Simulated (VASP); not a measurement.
# NbP (I4_1md) in VASP: further runs

NbP is run at these levels: RPBE+D4, PBE; tasks: single point.

Everything below comes from runs of VASP 6.6.1. Logs are shortened: lines on timing, memory, paths and dates and some standing lists are left out, and cuts for length are marked.

## 1. The cell of the first run

Symmetry: I4_1md, No. 109, tetragonal system. Conventional cell: a = 3.322 Å, b = 3.322 Å, c = 11.256 Å, α = 90.00°, β = 90.00°, γ = 90.00°. Within 3.4 Å of Nb (site symmetry 2mm) lie 6 P at 2.52 Å and 8 Nb at 3.27 to 3.32 Å. Within 3.4 Å of P (site symmetry 2mm) lie 6 Nb at 2.52 Å and 8 P at 3.27 to 3.32 Å.

## 2. Single point, RPBE+D4

Contents of INCAR:

```
PREC = Accurate ; ENCUT = 520
EDIFF = 1E-6 ; ISMEAR = -1
SIGMA = 0.05 ; LREAL = F
LASPH = T ; NELM = 100
ALGO = Normal ; ISIF = 2
LWAVE = F ; LCHARG = T
GGA = RP ; IVDW = 13
LELF = T ; LVHAR = T
NBANDS = 26
```

Contents of KPOINTS:

```
Automatic mesh
0
Gamma
  11 11 11
```

Contents of POSCAR:

```
NbP
1.0
   -1.6607959469      1.6607959469      5.6278039544
    1.6607959469     -1.6607959469      5.6278039544
    1.6607959469      1.6607959469     -5.6278039544
Nb P
2 2
Direct
    0.2502856425      0.7502856425      0.5000000000
    0.5002856425      0.5002856425      0.0000000000
    0.8323429275      0.3323429275      0.5000000000
    0.0823429275      0.0823429275      0.0000000000
```

Potentials or basis: VASP PAW PBE potentials, release 64 (Nb_sv, P).

Started as:

```bash
> cat potpaw_PBE.64/Nb_sv/POTCAR potpaw_PBE.64/P/POTCAR > POTCAR
> mpirun -np 1 vasp_std > vasp.out
```

OUTCAR:

```text
PREC = Accurate
   ENCUT = 520
   EDIFF = 1E-6
   ISMEAR = -1
   LREAL = F
   LASPH = T
   NELM = 100
   ISIF = 2
   GGA = RP
   IVDW = 13

 ion  position               nearest neighbor table
   1  0.250  0.750  0.500-   4 2.52   4 2.52   3 2.52   3 2.52   3 2.52   3 2.52
   2  0.500  0.500  0.000-   3 2.52   3 2.52   4 2.52   4 2.52   4 2.52   4 2.52
   3  0.832  0.332  0.500-   2 2.52   2 2.52   1 2.52   1 2.52   1 2.52   1 2.52
   4  0.082  0.082  0.000-   1 2.52   1 2.52   2 2.52   2 2.52   2 2.52   2 2.52

  LATTYP: Found a body centered tetragonal cell.
 ALAT       =     3.3215918938
 C/A-ratio  =     3.3886185506

  Lattice vectors:

 A1 = (  -1.6607959469,   1.6607959469,   5.6278039544)
 A2 = (   1.6607959469,  -1.6607959469,   5.6278039544)
 A3 = (   1.6607959469,   1.6607959469,  -5.6278039544)

Analysis of symmetry for initial positions (statically):
=====================================================================
 Subroutine PRICEL returns:
 Original cell was already a primitive cell.

 Routine SETGRP: Setting up the symmetry group for a
 body centered tetragonal supercell.

 Subroutine GETGRP returns: Found  8 space group operations
 (whereof  4 operations were pure point group operations)
 out of a pool of 16 trial point group operations.

The static configuration has the point symmetry C_2v.
 The point group associated with its full space group is C_4v.

Analysis of symmetry for dynamics (positions and initial velocities):
=====================================================================
 Subroutine PRICEL returns:
 Original cell was already a primitive cell.

 Routine SETGRP: Setting up the symmetry group for a
 body centered tetragonal supercell.

 Subroutine GETGRP returns: Found  8 space group operations
 (whereof  4 operations were pure point group operations)
 out of a pool of 16 trial point group operations.

The dynamic configuration has the point symmetry C_2v.
 The point group associated with its full space group is C_4v.

 Subroutine INISYM returns: Found  8 space group operations
 (whereof  4 operations are pure point group operations),
 and found     1 'primitive' translations

----------------------------------------------------------------------------------------

                                     Primitive cell

  volume of cell :      62.0914

  direct lattice vectors                    reciprocal lattice vectors
    -1.660795947  1.660795947  5.627803954     0.000000000  0.301060465  0.088844602
     1.660795947 -1.660795947  5.627803954     0.301060465  0.000000000  0.088844602
     1.660795947  1.660795947 -5.627803954     0.301060465  0.301060465  0.000000000

  length of vectors
     6.098250872  6.098250872  6.098250872     0.313896108  0.313896108  0.425763793

  position of ions in fractional coordinates (direct lattice)
     0.250285643  0.750285643  0.500000000
     0.500285643  0.500285643  0.000000000
     0.832342928  0.332342928  0.500000000
     0.082342928  0.082342928  0.000000000

  ion indices of the primitive-cell ions
   primitive index   ion index
                 1           1
                 2           2
                 3           3
                 4           4

----------------------------------------------------------------------------------------

 KPOINTS: Automatic mesh

Automatic generation of k-mesh.
 Grid dimensions read from file:
 generate k-points for:   11   11   11

 Generating k-lattice:

  Cartesian coordinates                     Fractional coordinates (reciprocal lattice)
     0.000000000  0.027369133  0.008076782     0.090909091  0.000000000 -0.000000000
     0.027369133  0.000000000  0.008076782     0.000000000  0.090909091 -0.000000000
     0.027369133  0.027369133  0.000000000     0.000000000  0.000000000  0.090909091

  Length of vectors
     0.028536010  0.028536010  0.038705799

  Shift w.r.t. Gamma in fractional coordinates (k-lattice)
     0.000000000  0.000000000  0.000000000

 Subroutine IBZKPT returns following result:
 ===========================================

 Found    126 irreducible k-points:

 Following reciprocal coordinates:
            Coordinates               Weight
  0.000000  0.000000  0.000000      1.000000
  0.090909  0.000000 -0.000000      8.000000
  0.181818  0.000000 -0.000000      8.000000
  0.272727  0.000000 -0.000000      8.000000
  0.363636  0.000000 -0.000000      8.000000
  0.454545  0.000000 -0.000000      8.000000
[... 16 lines left out ...]
 -0.272727  0.181818  0.000000     16.000000
 -0.181818  0.181818  0.000000      4.000000
 [... further k-points ...]
   k-points           NKPTS =    126   k-points in BZ     NKDIM =    126   number of bands    NBANDS=     26
   number of dos      NEDOS =    301   number of ions     NIONS =      4
   total plane-waves  NPLWV = 110592
   dimension x,y,z NGX =    48 NGY =   48 NGZ =   48
   dimension x,y,z NGXF=    96 NGYF=   96 NGZF=   96
   ions per type =               2   2
   NGX,Y,Z   is equivalent  to a cutoff of  13.09, 13.09, 13.09 a.u.
   NGXF,Y,Z  is equivalent  to a cutoff of  26.17, 26.17, 26.17 a.u.
 SYSTEM =  unknown system
   PREC   = accura    normal or accurate (medium, high low for compatibility)
   ISTART =      0    job   : 0-new  1-cont  2-samecut
   ICHARG =      2    charge: 1-file 2-atom 10-const
   ISPIN  =      1    spin polarized calculation?
   LNONCOLLINEAR =      F non collinear calculations
   LSORBIT =      F    spin-orbit coupling
   LASPH  =      T    aspherical Exc in radial PAW
   ENCUT  =  520.0 eV  38.22 Ry    6.18 a.u.  11.34 11.34 11.34*2*pi/ulx,y,z
   NELM   =    100;   NELMIN=  2; NELMDL= -5     # of ELM steps
   EDIFF  = 0.1E-05   stopping-criterion for ELM
   LREAL  =      F    real-space projection
   EDIFFG = 0.1E-04   stopping-criterion for IOM
   NSW    =      0    number of steps for IOM
   IBRION =     -1    ionic relax: 0-MD 1-quasi-New 2-CG
   NFREE  =      0    steps in history (QN), initial steepest desc. (CG)
   ISIF   =      2    stress and relaxation
   ISYM   =      2    0-nonsym 1-usesym 2-fastsym
   POTIM  = 0.5000    time-step for ionic-motion
   TEBEG  =    0.0;   TEEND  =   0.0 temperature during run
   PSTRESS=    0.0 pullay stress
   NELECT =      36.0000    total number of electrons
   NUPDOWN=      -1.0000    fix difference up-down
   EMIN   =  10.00;   EMAX   =-10.00  energy-range for DOS
   EFERMI =   0.00;   METHOD = LEGACY
   ISMEAR =    -1;   SIGMA  =   0.05  broadening in eV -4-tet -1-fermi 0-gaus
   EFERMI_NEDOS =   21; number of points for ismear=-14 and -15
   IALGO  =     38    algorithm
   IMIX   =      4    mixing-type and parameters
     AMIX     =   0.40;   BMIX     =  1.00
     AMIX_MAG =   1.60;   BMIX_MAG =  1.00
  volume/ion in A,a.u.               =      15.52       104.75
  Fermi-wavevector in a.u.,A,eV,Ry     =   1.365102  2.579669 25.354511  1.863504
  Thomas-Fermi vector in A             =   2.491360
   LORBIT       =      0    0 simple, 1 ext, 2 COOP (PROOUT), +10 PAW based schemes
   GGA     = RP    functional components
   LHFCALC =     F    Hartree Fock is set to
   AEXX    =    0.0000 exact exchange contribution
   IVDW    =    13    specifies the selected vdW correction
   LEPSILON=     F    determine dielectric tensor
   LRPA    =     F    only Hartree local field effects (RPA)
 non-spin polarized calculation
  energy-cutoff  :      520.00
  volume of cell :       62.09
 maximum number of plane-waves:      1696
 NGX is ok and might be reduce to    48
   NGX = 23   NGY = 23   NGZ = 23

 number of electron      36.0000001 magnetization

 Free energy of the ion-electron system (eV)
  ---------------------------------------------------
  ext. energy  EPLUGINS =         0.00000000
  ---------------------------------------------------
  free energy    TOTEN  =       -33.43002148 eV

  energy without entropy =      -33.42483553  energy(sigma->0) =      -33.42742850

 E-fermi :  11.1267     XC(G=0): -12.1229

 val. band max:       11.1003773086   @ k =  -0.3636   0.4545   0.3636
 cond. band min:      11.1712699036   @ k =  -0.1818   0.2727   0.1818
 fundamental gap:      0.0708925950
 Fermi energy:        11.1266688543

 k-point     1 :       0.0000    0.0000    0.0000
  band No.  band energies     occupation
      1     -43.7362      2.00000
      2     -43.6900      2.00000
      3     -20.0482      2.00000
      4     -19.8108      2.00000
      5     -19.8108      2.00000
      6     -19.6597      2.00000
[... 18 lines left out ...]
     25      15.3416      0.00000
     26      15.3416      0.00000

 k-point     2 :       0.0909    0.0000   -0.0000
  band No.  band energies     occupation
      1     -43.7340      2.00000
      2     -43.6892      2.00000
      3     -20.0396      2.00000
      4     -19.8353      2.00000
      5     -19.8089      2.00000
      6     -19.6838      2.00000
[... 18 lines left out ...]
     25      15.4037      0.00000
     26      15.7521      0.00000

 k-point     3 :       0.1818    0.0000   -0.0000
  band No.  band energies     occupation
      1     -43.7277      2.00000
      2     -43.6871      2.00000
      3     -20.0194      2.00000
      4     -19.8968      2.00000
      5     -19.8038      2.00000
      6     -19.7439      2.00000
[... 18 lines left out ...]
     25      15.8722      0.00000
     26      16.6262      0.00000

 k-point     4 :       0.2727    0.0000   -0.0000
  band No.  band energies     occupation
      1     -43.7193      2.00000
      2     -43.6847      2.00000
      3     -20.0264      2.00000
      4     -19.9434      2.00000
      5     -19.8143      2.00000
      6     -19.7970      2.00000
[... 18 lines left out ...]
     25      16.1431      0.00000
     26      17.4212      0.00000

 k-point     5 :       0.3636    0.0000   -0.0000
  band No.  band energies     occupation
      1     -43.7109      2.00000
      2     -43.6830      2.00000
      3     -20.0883      2.00000
      4     -19.9461      2.00000
      5     -19.8546      2.00000
      6     -19.7907      2.00000
[... 18 lines left out ...]
     25      15.7796      0.00000
     26      17.7312      0.00000

 k-point     6 :       0.4545    0.0000   -0.0000
  band No.  band energies     occupation
      1     -43.7055      2.00000
      2     -43.6825      2.00000
      3     -20.1319      2.00000
      4     -19.9646      2.00000
      5     -19.8489      2.00000
      6     -19.7870      2.00000
[... 427 lines left out ...]
 k-point    21 :      -0.4545    0.1818    0.0000
  band No.  band energies     occupation
      1     -43.6991      2.00000
      2     -43.6779      2.00000
      3     -20.1161      2.00000
      4     -19.9493      2.00000
      5     -19.8800      2.00000
      6     -19.8330      2.00000
[... 18 lines left out ...]
     25      15.7743      0.00000
     26      17.6112      0.00000

 k-point    22 :      -0.3636    0.1818    0.0000
  band No.  band energies     occupation
      1     -43.7052      2.00000
      2     -43.6777      2.00000
      3     -20.0732      2.00000
      4     -19.9369      2.00000
      5     -19.8753      2.00000
      6     -19.8464      2.00000
[... 18 lines left out ...]
     25      15.9820      0.00000
     26      17.6601      0.00000

 k-point    23 :      -0.2727    0.1818    0.0000
  band No.  band energies     occupation
      1     -43.7133      2.00000
      2     -43.6795      2.00000
      3     -20.0132      2.00000
      4     -19.9410      2.00000
      5     -19.8718      2.00000
      6     -19.8081      2.00000
[... 18 lines left out ...]
     25      16.0528      0.00000
     26      17.2049      0.00000

 k-point    24 :      -0.1818    0.1818    0.0000
  band No.  band energies     occupation
      1     -43.7210      2.00000
      2     -43.6825      2.00000
      3     -20.0057      2.00000
      4     -19.9010      2.00000
      5     -19.8723      2.00000
      6     -19.7437      2.00000
[... 18 lines left out ...]
     25      15.5005      0.00000
     26      16.7802      0.00000

 [... further k-points ...]

------------------------ aborting loop because EDIFF is reached ----------------------------------------

  DFT-D4 for vdW energy calculation

  Edisp (eV):   -3.41457

  FORCE on cell =-STRESS in cart. coord.  units (eV):
  Direction    XX          YY          ZZ          XY          YZ          ZX
  --------------------------------------------------------------------------------------
  -------------------------------------------------------------------------------------
  Total      -0.24218    -0.24218    -0.23344     0.00000     0.00000     0.00000
  in kB      -6.24904    -6.24904    -6.02368     0.00000     0.00000     0.00000
  external pressure =       -6.17 kB  Pullay stress =        0.00 kB

 VOLUME and BASIS-vectors are now :
 -----------------------------------------------------------------------------
  energy-cutoff  :      520.00
  volume of cell :       62.09
      direct lattice vectors                 reciprocal lattice vectors
    -1.660795947  1.660795947  5.627803954     0.000000000  0.301060465  0.088844602
     1.660795947 -1.660795947  5.627803954     0.301060465  0.000000000  0.088844602
     1.660795947  1.660795947 -5.627803954     0.301060465  0.301060465  0.000000000

 POSITION                                       TOTAL-FORCE (eV/Angst)
 -----------------------------------------------------------------------------------
      1.66080      0.00000      2.81712         0.000000      0.000000     -0.004025
      0.00000      0.00000      5.63102         0.000000      0.000000     -0.004025
      0.00000      1.66080      3.74072         0.000000     -0.000000      0.004025
      0.00000      0.00000      0.92682        -0.000000      0.000000      0.004025
 -----------------------------------------------------------------------------------
    total drift:                                0.000000      0.000000      0.000016

  FREE ENERGIE OF THE ION-ELECTRON SYSTEM (eV)
  ---------------------------------------------------
  free  energy   TOTEN  =       -36.8445929423 eV

  energy  without entropy=      -36.8394069916  energy(sigma->0) =      -36.84199997
```

Run time: 6 min. Hardware: 1 thread of AMD EPYC 9R45 (Zen 5), shared host; peak memory 0.4 GiB.

Results:

* Free energy: -36.8446 eV
* Pressure: -0.6 GPa
* Largest force: 0.004 eV/Å
* Band gap on the k mesh: 0.07 eV (least direct gap 0.10 eV)
* Dispersion energy per atom: -0.854 eV

Forces on the atoms (eV/Å):
```
Nb   0.000  0.000 -0.004
Nb   0.000  0.000 -0.004
P    0.000  0.000  0.004
P    0.000  0.000  0.004
```

Levels at points of the mesh, in eV from the valence-band top:
| k point | band 14 | band 15 | band 16 | band 17 | band 18 | band 19 | band 20 | band 21 | band 22 | band 23 |
| --- | --- | --- | --- | --- | --- | --- | --- | --- | --- | --- |
| (0.00, 0.00, 0.00) | -2.27 | -2.18 | -1.69 | -1.35 | -1.35 | 0.83 | 1.68 | 2.85 | 3.27 | 3.27 |

Caveat: the PAW data sets were made with another functional, which shifts forces and pressure a little; an odd mesh through Γ misses points on the zone boundary, where band edges can lie.

## 3. Single point, PBE

This run uses another cell than the first one, of 16.10 Å³/atom.

Contents of INCAR:

```
ALGO = Normal
EDIFF = 1E-6
ENCUT = 520
GGA = PE
ISIF = 2
ISMEAR = -1
LASPH = True
LCHARG = True
LELF = True
LREAL = False
LVHAR = True
LWAVE = False
NBANDS = 26
NELM = 60
PREC = Accurate
SIGMA = 0.05
```

Contents of KPOINTS:

```
k-points
0
Gamma
  11 11 11
```

Contents of POSCAR:

```
NbP
1.0
   -1.6749232544      1.6749232544      5.7401081759
    1.6749232544     -1.6749232544      5.7401081759
    1.6749232544      1.6749232544     -5.7401081759
Nb P
2 2
Direct
    0.2498808000      0.7498808000      0.5000000000
    0.4998808000      0.4998808000      0.0000000000
    0.8327477700      0.3327477700      0.5000000000
    0.0827477700      0.0827477700      0.0000000000
```

Potentials or basis: VASP PAW PBE potentials, release 64 (Nb_sv, P).

Started as:

```bash
> cat potpaw_PBE.64/Nb_sv/POTCAR potpaw_PBE.64/P/POTCAR > POTCAR
> mpirun -np 1 vasp_std > vasp.out
```

Wall time 8.4 min (1 thread of Intel Xeon Platinum 8259CL at 2.50GHz (Skylake/Cascade Lake), shared host); peak memory 0.43 GiB.

It converged, with:

```yaml
Free_energy: -35.3160 eV
Pressure: -1.5 GPa
Largest_force: 0.015 eV/Å
Band_gap_on_the_k_mesh: zero (filled and empty bands touch)
```

Forces on the atoms (eV/Å):
```
Nb   0.000  0.000  0.015
Nb   0.000  0.000  0.015
P    0.000  0.000 -0.015
P    0.000  0.000 -0.015
```

Stress tensor (GPa, compression positive):
```
-1.35  0.00  0.00
 0.00 -1.35  0.00
 0.00  0.00 -1.69
```

Levels at points of the mesh, in eV from the Fermi level:
```csv
k point,band 16,band 17,band 18,band 19,band 20,band 21
"(0.00, 0.00, 0.00)",-1.71,-1.36,-1.36,0.83,1.59,2.64
```
